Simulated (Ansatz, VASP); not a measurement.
Zr: VASP beside Ansatz

INCAR

```
SYSTEM = Zr
ALGO = Normal
EDIFF = 1E-6
ENCUT = 500
GGA = PE
GGA_COMPAT = .FALSE.
ISIF = 2
ISMEAR = -4
LASPH = .TRUE.
LCHARG = .FALSE.
LREAL = .FALSE.
LWAVE = .FALSE.
NBANDS = 12
NELM = 120
PREC = Accurate
SIGMA = 0.1
```

KPOINTS

```
k-points
0
G
  10 10 10
  0 0 0
```

File POSCAR:

```
Zr
1.0
    0.0000000000      2.2646202716      2.2646202716
    2.2646202716      0.0000000000      2.2646202716
    2.2646202716      2.2646202716      0.0000000000
Zr
1
Direct
    0.0000000000      0.0000000000      0.0000000000
```

Input for Ansatz:

```yaml
crystal:
  lattice:
    - [0.0, 2.2646202716, 2.2646202716]
    - [2.2646202716, 0.0, 2.2646202716]
    - [2.2646202716, 2.2646202716, 0.0]
  atoms:
    - { symbol: Zr, position: [0.0, 0.0, 0.0] }
basis:
  ecutwfc: 420
kpoints:
  mp_grid: { grid: [10, 10, 10] }
hamiltonian:
  xc: pbe
scf:
  occupations: { method: tetrahedron_uncorrected }
output:
  forces: true
  stress: true
  eigenvalues: true
```

Alike in both runs: task single point; functional PBE; k mesh 10 × 10 × 10; no spin polarisation.

|  | VASP | Ansatz |
| --- | --- | --- |
| version | VASP 6.6.1 | Ansatz 0.2.0 |
| potentials or method | VASP PAW PBE potentials, release 64 (Zr_sv), cutoff 500 eV | scalar-relativistic, plane waves, PAW |
| occupations | tetrahedron | tetrahedron-uncorrected |
| valence electrons in the cell | 12 | 12 |

|  | VASP | Ansatz | Ansatz less VASP |
| --- | --- | --- | --- |
| gap on the k mesh at the Fermi level (eV) | none | none | - |
| pressure (GPa) | 0.4 | 0.4 | -0.04 |

A gap of «none» marks a metal or a gap that the smearing closes. Ansatz's warnings: band table not solved further.
